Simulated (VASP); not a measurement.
# MgB2 (P-1) in VASP: a series of runs

MgB2 is run at these levels: PBE; tasks: electric field gradients.

All numbers are computed with VASP 6.6.1; they aren't measurements. Logs are shortened: lines on timing, memory, paths and dates and some standing lists are left out, and cuts for length are marked.

### 1 The cell of the first run

The typed cell holds 3 atoms: a = 3.085 Å, b = 3.098 Å, c = 3.523 Å, α = 90.21°, β = 90.57°, γ = 120.43°.

### 2 Electric field gradients, PBE (equal xy, yz and zx shear strains of -1 %)

File INCAR:

```
SYSTEM = MgB2
PREC     = Accurate       ! precision mode
ENCUT    = 520            ! plane-wave cutoff, eV
EDIFF    = 1E-8           ! SCF threshold, eV
ISMEAR   = -1             ! smearing method
SIGMA    = 0.05           ! smearing width, eV
LREAL    = .FALSE.        ! projectors in reciprocal space
LASPH    = .TRUE.         ! aspherical terms in the spheres
NELM     = 60             ! most SCF steps
ALGO     = Normal         ! electronic algorithm
ISIF     = 2              ! what is computed and relaxed
LWAVE    = .FALSE.        ! write WAVECAR
LCHARG   = .FALSE.        ! write CHGCAR
GGA      = PE             ! functional
LEFG     = .TRUE.       
NBANDS   = 11             ! bands
```

File KPOINTS:

```
Automatic mesh
0
G
  12 12 9
  0 0 0
```

File POSCAR:

```
MgB2
1.0
    3.0850007055     -0.0154250035     -0.0154250035
   -1.5558587977      2.6794014835     -0.0056459431
   -0.0176150000     -0.0176150000      3.5230000000
Mg B
1 2
Direct
    0.0000000000      0.0000000000      0.0000000000
    0.3333333333      0.6666666667      0.5000000000
    0.6666666667      0.3333333333      0.5000000000
```

Potentials or basis: VASP PAW PBE potentials, release 64 (Mg, B).

Command:

```console
cat potpaw_PBE.64/Mg/POTCAR potpaw_PBE.64/B/POTCAR > POTCAR
mpirun -np 1 vasp_std > vasp.out
```

OUTCAR:

```text
SYSTEM = MgB2
   PREC = Accurate
   ENCUT = 520
   EDIFF = 1E-8
   ISMEAR = -1
   LREAL = .FALSE.
   LASPH = .TRUE.
   NELM = 60
   ISIF = 2
   GGA = PE

 ion  position               nearest neighbor table
   1  0.000  0.000  0.000-   3 2.48   2 2.48   3 2.49   2 2.49   2 2.51   3 2.51   2 2.52   3 2.52
                             2 2.52   3 2.52   3 2.52   2 2.52
   2  0.333  0.667  0.500-   3 1.77   3 1.78   3 1.79   1 2.48   1 2.49   1 2.51   1 2.52   1 2.52
                             1 2.52
   3  0.667  0.333  0.500-   2 1.77   2 1.78   2 1.79   1 2.48   1 2.49   1 2.51   1 2.52   1 2.52
                             1 2.52

  LATTYP: Found a triclinic cell.
 ALAT       =     3.0717242137
 B/A-ratio  =     1.7320508075
 C/A-ratio  =     2.3242213277
 COS(alpha) =     0.0024240748
 COS(beta)  =     0.4407536095
 COS(gamma) =     0.8635100504

  Lattice vectors:

 A1 = (   1.5291419078,   2.6639764800,  -0.0210709466)
 A2 = (   4.6141426133,   2.6485514765,  -0.0364959501)
 A3 = (  -3.0941025954,   5.3764179670,  -3.5342918862)

Analysis of symmetry for initial positions (statically):
=====================================================================
 Subroutine PRICEL returns:
 Original cell was already a primitive cell.

 Routine SETGRP: Setting up the symmetry group for a
 triclinic supercell.

 Subroutine GETGRP returns: Found  2 space group operations
 (whereof  2 operations were pure point group operations)
 out of a pool of  2 trial point group operations.

The static configuration has the point symmetry S_2 .

Analysis of symmetry for dynamics (positions and initial velocities):
=====================================================================
 Subroutine PRICEL returns:
 Original cell was already a primitive cell.

 Routine SETGRP: Setting up the symmetry group for a
 triclinic supercell.

 Subroutine GETGRP returns: Found  2 space group operations
 (whereof  2 operations were pure point group operations)
 out of a pool of  2 trial point group operations.

The dynamic configuration has the point symmetry S_2 .

 Subroutine INISYM returns: Found  2 space group operations
 (whereof  2 operations are pure point group operations),
 and found     1 'primitive' translations

----------------------------------------------------------------------------------------

                                     Primitive cell

  volume of cell :      29.0350

  direct lattice vectors                    reciprocal lattice vectors
     3.085000706 -0.015425003 -0.015425003     0.325105811  0.188785909  0.002569459
    -1.555858798  2.679401483 -0.005645943     0.001880974  0.374313874  0.001880974
    -0.017615000 -0.017615000  3.523000000     0.001426449  0.001426449  0.283863257

  length of vectors
     3.085077830  3.098373894  3.523088074     0.375952803  0.374323326  0.283870425

  position of ions in fractional coordinates (direct lattice)
     0.000000000  0.000000000  0.000000000
     0.333333333  0.666666667  0.500000000
     0.666666667  0.333333333  0.500000000

  ion indices of the primitive-cell ions
   primitive index   ion index
                 1           1
                 2           2
                 3           3

----------------------------------------------------------------------------------------

 KPOINTS: Automatic mesh

Automatic generation of k-mesh.
 Grid dimensions read from file:
 generate k-points for:   12   12    9

 Generating k-lattice:

  Cartesian coordinates                     Fractional coordinates (reciprocal lattice)
     0.027092151  0.015732159  0.000214122     0.083333333 -0.000000000  0.000000000
     0.000156748  0.031192823  0.000156748    -0.000000000  0.083333333  0.000000000
     0.000158494  0.000158494  0.031540362    -0.000000000 -0.000000000  0.111111111

  Length of vectors
     0.031329400  0.031193611  0.031541158

  Shift w.r.t. Gamma in fractional coordinates (k-lattice)
     0.000000000  0.000000000  0.000000000

 Subroutine IBZKPT returns following result:
 ===========================================

 Found    650 irreducible k-points:

 Following reciprocal coordinates:
            Coordinates               Weight
  0.000000  0.000000  0.000000      1.000000
  0.083333 -0.000000  0.000000      2.000000
  0.166667 -0.000000  0.000000      2.000000
  0.250000 -0.000000  0.000000      2.000000
  0.333333  0.000000  0.000000      2.000000
  0.416667  0.000000  0.000000      2.000000
[... 16 lines left out ...]
  0.250000  0.166667  0.000000      2.000000
  0.333333  0.166667  0.000000      2.000000
 [... further k-points ...]
   k-points           NKPTS =    650   k-points in BZ     NKDIM =    650   number of bands    NBANDS=     11
   number of dos      NEDOS =    301   number of ions     NIONS =      3
   total plane-waves  NPLWV =  16128
   dimension x,y,z NGX =    24 NGY =   24 NGZ =   28
   dimension x,y,z NGXF=    48 NGYF=   48 NGZF=   56
   ions per type =               1   2
   NGX,Y,Z   is equivalent  to a cutoff of  12.93, 12.88, 13.21 a.u.
   NGXF,Y,Z  is equivalent  to a cutoff of  25.87, 25.75, 26.43 a.u.
 SYSTEM =  MgB2
   PREC   = accura    normal or accurate (medium, high low for compatibility)
   ISTART =      0    job   : 0-new  1-cont  2-samecut
   ICHARG =      2    charge: 1-file 2-atom 10-const
   ISPIN  =      1    spin polarized calculation?
   LNONCOLLINEAR =      F non collinear calculations
   LSORBIT =      F    spin-orbit coupling
   LASPH  =      T    aspherical Exc in radial PAW
   ENCUT  =  520.0 eV  38.22 Ry    6.18 a.u.   5.74  5.76  6.55*2*pi/ulx,y,z
   NELM   =     60;   NELMIN=  2; NELMDL= -5     # of ELM steps
   EDIFF  = 0.1E-07   stopping-criterion for ELM
   LREAL  =      F    real-space projection
   EDIFFG = 0.1E-06   stopping-criterion for IOM
   NSW    =      0    number of steps for IOM
   IBRION =     -1    ionic relax: 0-MD 1-quasi-New 2-CG
   NFREE  =      0    steps in history (QN), initial steepest desc. (CG)
   ISIF   =      2    stress and relaxation
   ISYM   =      2    0-nonsym 1-usesym 2-fastsym
   POTIM  = 0.5000    time-step for ionic-motion
   TEBEG  =    0.0;   TEEND  =   0.0 temperature during run
   PSTRESS=    0.0 pullay stress
   NELECT =       8.0000    total number of electrons
   NUPDOWN=      -1.0000    fix difference up-down
   EMIN   =  10.00;   EMAX   =-10.00  energy-range for DOS
   EFERMI =   0.00;   METHOD = LEGACY
   ISMEAR =    -1;   SIGMA  =   0.05  broadening in eV -4-tet -1-fermi 0-gaus
   EFERMI_NEDOS =   21; number of points for ismear=-14 and -15
   IALGO  =     38    algorithm
   IMIX   =      4    mixing-type and parameters
     AMIX     =   0.40;   BMIX     =  1.00
     AMIX_MAG =   1.60;   BMIX_MAG =  1.00
  volume/ion in A,a.u.               =       9.68        65.31
  Fermi-wavevector in a.u.,A,eV,Ry     =   1.065282  2.013090 15.440232  1.134825
  Thomas-Fermi vector in A             =   2.200828
   LORBIT       =      0    0 simple, 1 ext, 2 COOP (PROOUT), +10 PAW based schemes
   GGA     = PE    functional components
   LHFCALC =     F    Hartree Fock is set to
   AEXX    =    0.0000 exact exchange contribution
   IVDW    =     0    specifies the selected vdW correction
   LEPSILON=     F    determine dielectric tensor
   LRPA    =     F    only Hartree local field effects (RPA)
 non-spin polarized calculation
  energy-cutoff  :      520.00
  volume of cell :       29.03
 maximum number of plane-waves:       794
   NGX = 11   NGY = 11   NGZ = 13

 number of electron       8.0000000 magnetization

 Free energy of the ion-electron system (eV)
  ---------------------------------------------------
  ext. energy  EPLUGINS =         0.00000000
  ---------------------------------------------------
  free energy    TOTEN  =       -15.32448918 eV

  energy without entropy =      -15.32006527  energy(sigma->0) =      -15.32227722

 E-fermi :   5.2225     XC(G=0): -10.9127

 val. band max:        5.2125532084   @ k =  -0.0833  -0.0000   0.2222
 cond. band min:       5.2314117403   @ k =  -0.1667  -0.4167   0.1111
 fundamental gap:      0.0188585319
 Fermi energy:         5.2225230337

 k-point     1 :       0.0000    0.0000    0.0000
  band No.  band energies     occupation
      1      -7.1583      2.00000
      2       2.3248      2.00000
      3       5.5806      0.00155
      4       5.6402      0.00047
      5       6.9204      0.00000
      6      11.4768      0.00000
      7      11.6196      0.00000
      8      13.3454      0.00000
      9      15.1744      0.00000
     10      17.9138      0.00000
     11      21.2974      0.00000

 k-point     2 :       0.0833   -0.0000    0.0000
  band No.  band energies     occupation
      1      -7.0367      2.00000
      2       2.4433      2.00000
      3       5.0351      1.95398
      4       5.2945      0.38348
      5       7.0306      0.00000
      6      11.4473      0.00000
      7      12.0298      0.00000
      8      13.6488      0.00000
      9      14.7553      0.00000
     10      18.5423      0.00000
     11      20.8916      0.00000

 k-point     3 :       0.1667   -0.0000    0.0000
  band No.  band energies     occupation
      1      -6.6736      2.00000
      2       2.7962      2.00000
      3       3.6210      2.00000
      4       4.6558      1.99998
      5       7.3653      0.00000
      6      10.9882      0.00000
      7      13.3893      0.00000
      8      13.6222      0.00000
      9      14.3257      0.00000
     10      19.8735      0.00000
     11      20.0930      0.00000
[... 267 lines left out ...]
 k-point    23 :       0.2500    0.1667    0.0000
  band No.  band energies     occupation
      1      -4.8914      2.00000
      2       0.3339      2.00000
      3       1.8787      2.00000
      4       4.4863      2.00000
      5       9.1341      0.00000
      6      10.0893      0.00000
      7      11.8380      0.00000
      8      13.2974      0.00000
      9      16.0664      0.00000
     10      16.3792      0.00000
     11      18.1001      0.00000

 k-point    24 :       0.3333    0.1667    0.0000
  band No.  band energies     occupation
      1      -3.8621      2.00000
      2      -1.1411      2.00000
      3       1.4440      2.00000
      4       5.3649      0.10963
      5       8.7930      0.00000
      6      10.0124      0.00000
      7      11.3691      0.00000
      8      13.1778      0.00000
      9      15.4064      0.00000
     10      17.2247      0.00000
     11      18.1115      0.00000

 [... further k-points ...]

------------------------ aborting loop because EDIFF is reached ----------------------------------------

  FORCE on cell =-STRESS in cart. coord.  units (eV):
  Direction    XX          YY          ZZ          XY          YZ          ZX
  --------------------------------------------------------------------------------------
  -------------------------------------------------------------------------------------
  Total       -0.2500176     -0.2531483     -0.1771649      0.3627949      0.1438320      0.1437455
  in kB      -13.7962164    -13.9689700     -9.7761334     20.0193791      7.9367940      7.9320168
  external PRESSURE =     -12.5137733 kB  Pullay stress =       0.0000000 kB

 VOLUME and BASIS-vectors are now :
 -----------------------------------------------------------------------------
  energy-cutoff  :      520.00
  volume of cell :       29.03
      direct lattice vectors                 reciprocal lattice vectors
     3.085000706 -0.015425003 -0.015425003     0.325105811  0.188785909  0.002569459
    -1.555858798  2.679401483 -0.005645943     0.001880974  0.374313874  0.001880974
    -0.017615000 -0.017615000  3.523000000     0.001426449  0.001426449  0.283863257

 POSITION                                       TOTAL-FORCE (eV/Angst)
 -----------------------------------------------------------------------------------
      0.00000      0.00000      0.00000        -0.000000     -0.000000      0.000000
     -0.01771      1.77232      1.75259         0.016775     -0.000280     -0.001311
      1.52924      0.87404      1.74933        -0.016775      0.000280      0.001311
 -----------------------------------------------------------------------------------
    total drift:                                0.000000     -0.000000     -0.000000

  FREE ENERGIE OF THE ION-ELECTRON SYSTEM (eV)
  ---------------------------------------------------
  free  energy   TOTEN  =       -15.3244891764 eV

  energy  without entropy=      -15.3200652678  energy(sigma->0) =      -15.32227722

 Electric field gradients (V/A^2)
---------------------------------------------------------------------
 ion       V_xx      V_yy      V_zz      V_xy      V_xz      V_yz
---------------------------------------------------------------------
   1       0.092     0.087    -0.180    -0.568    -1.216    -1.216
   2      -9.796    -9.774    19.570    -0.378     0.010     0.009
   3      -9.796    -9.774    19.570    -0.378     0.010     0.009
---------------------------------------------------------------------

 Electric field gradients after diagonalization (V/A^2)
 (convention: |V_zz| > |V_xx| > |V_yy|)
----------------------------------------------------------------------
 ion       V_xx      V_yy      V_zz     asymmetry (V_yy - V_xx)/ V_zz
----------------------------------------------------------------------
   1       1.398     0.658    -2.055       0.360
   2     -10.163    -9.407    19.570       0.039
   3     -10.163    -9.407    19.570       0.039
----------------------------------------------------------------------

           NMR quadrupolar parameters

 Cq : quadrupolar parameter    Cq=e*Q*V_zz/h
 eta: asymmetry parameters     (V_yy - V_xx)/ V_zz
 Q  : nuclear electric quadrupole moment in mb (millibarn)
----------------------------------------------------------------------
 ion       Cq(MHz)       eta       Q (mb)
----------------------------------------------------------------------
   1      -0.005       0.360       1.000
   2       0.047       0.039       1.000
   3       0.047       0.039       1.000
----------------------------------------------------------------------
```

Run time: 61 s. Hardware: 1 thread of Intel Xeon 6975P-C (Granite Rapids), shared host; peak memory 0.32 GiB.

What came out:

| Item | Value |
| --- | --- |
| Free energy | -15.3245 eV |
| Pressure | -1.3 GPa |
| Largest force | 0.017 eV/Å |
| Band gap on the k mesh | zero (bands 4 and 5 overlap by 3.65 eV) |
| Largest electric field gradient by atom | Mg -2.1; B +19.6 V/Å² |

Forces in eV/Å, atoms in the order of the input:
```
Mg   0.000  0.000  0.000
B    0.017  0.000 -0.001
B   -0.017  0.000  0.001
```

Electric field gradients, principal values (V/Å²):
```csv
atom,least,middle,greatest (by size)
1 Mg,0.658,1.398,-2.055
2 B,-9.407,-10.163,19.570
3 B,-9.407,-10.163,19.570
```

Caveat: the cell differs from its parent crystal (equal xy, yz and zx shear strains of -1 %); without QUAD_EFG the Cq values of the log hold for a quadrupole moment of 1 mb, not for the nuclei.

(Continued in part 2 of 2.)
